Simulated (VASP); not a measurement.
Wanted: the native input for a VASP 6.6.1 run.

```yaml
Task: relaxation of cell and atoms
Functional: PBEsol
Potentials_or_basis: VASP PAW PBE potentials, release 64 (Cu)
Cutoff: 600 eV
k_mesh: 23 × 23 × 23
Occupations: gaussian, width 0.1 eV
Spin: no spin polarisation
Dipole_correction: no
Further_INCAR_settings: ALGO = Normal; EDIFF = 1e-07; IBRION = 2; EDIFFG = -0.02; NSW = 80; ISIF = 3
```

The structure of Cu lies in POSCAR:

```
Cu
1.0
    1.4350000000      1.4350000000      1.4350000000
   -1.4350000000      1.4350000000      1.4350000000
   -1.4350000000     -1.4350000000      1.4350000000
Cu
1
Direct
    0.0000000000      0.0000000000      0.0000000000
```

The input as run:

INCAR

```
PREC = Accurate
ENCUT = 600
EDIFF = 1E-7
ISMEAR = 0
SIGMA = 0.1
LREAL = F
LASPH = T
NELM = 100
ALGO = Normal
ISIF = 3
LWAVE = F
LCHARG = F
GGA = PS
IBRION = 2
NSW = 80
EDIFFG = -0.02
```

KPOINTS

```
Automatic mesh
0
Gamma
  23 23 23
```

Potentials or basis: VASP PAW PBE potentials, release 64 (Cu).

The run is started by

```sh
$ cat potpaw_PBE.64/Cu/POTCAR > POTCAR
$ mpirun -np 1 vasp_std > vasp.out
```

It gave:

```yaml
Relaxed_volume: 11.41 Å³/atom
Relaxed_cell: a = 2.457 Å, b = 2.457 Å, c = 2.457 Å, α = 70.53°, β = 109.47°, γ = 70.53°
Space_group_after_relaxing_to_0.05_Å: Im-3m (No. 229)
Energy_gained_by_relaxing: 6.8 meV/atom
Ionic_steps: 3
Pressure_after_relaxing: 0.0 GPa
```

Caveat: the PAW data sets were made with another functional, which shifts forces and pressure a little.

Wall time 70 s on 1 thread of Intel(R) Xeon(R) Platinum 8488C (Sapphire Rapids), with other jobs on the host, peak memory 0.17 GiB.
